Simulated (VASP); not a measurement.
Write the native input for VASP 6.6.1 that does the following.

| Property | Result |
| --- | --- |
| Task | single point |
| Functional | PBE |
| Dispersion | D3(BJ) |
| Potentials or basis | VASP PAW PBE potentials, release 64 (Ag, B) |
| Cutoff | 520 eV |
| k mesh | 10 × 10 × 8 |
| Occupations | gaussian, width 0.05 eV |
| Spin | no spin polarisation |
| Dipole correction | no |
| Further INCAR settings | ALGO = Normal; EDIFF = 1e-06; NBANDS = 16 |

The structure of AgB2 lies in POSCAR:

```
AgB2
1.0
    3.0332314762      0.0000000000      0.0000000000
   -1.5166157381      2.6268555140      0.0000000000
    0.0000000000      0.0000000000      3.9370020991
Ag B
1 2
Direct
    0.0000000000      0.0000000000      0.0000000000
    0.3333333333      0.6666666667      0.5000000000
    0.6666666667      0.3333333333      0.5000000000
```

The input as run:

INCAR

```
PREC = Accurate
ENCUT = 520
EDIFF = 1E-6
ISMEAR = 0
SIGMA = 0.05
LREAL = False
LASPH = True
NELM = 100
ALGO = Normal
ISIF = 2
LWAVE = False
LCHARG = False
GGA = PE
IVDW = 12
NBANDS = 16
```

KPOINTS

```
regular mesh
0
Gamma
  10 10 8
```

Potentials or basis: VASP PAW PBE potentials, release 64 (Ag, B).

Launch:

```console
$ cat potpaw_PBE.64/Ag/POTCAR potpaw_PBE.64/B/POTCAR > POTCAR
$ mpirun -np 1 vasp_std > vasp.out
```

Results of the run:

```yaml
Pressure: -3.0 GPa
Dispersion_energy_per_atom: -0.334 eV
```

Caveat: three body term missing; pairwise dispersion overbinds metals, which lowers pressure and volume.

Run time: 45 s on 1 thread of Intel Xeon 8259CL (shared host), peak memory 0.18 GiB.
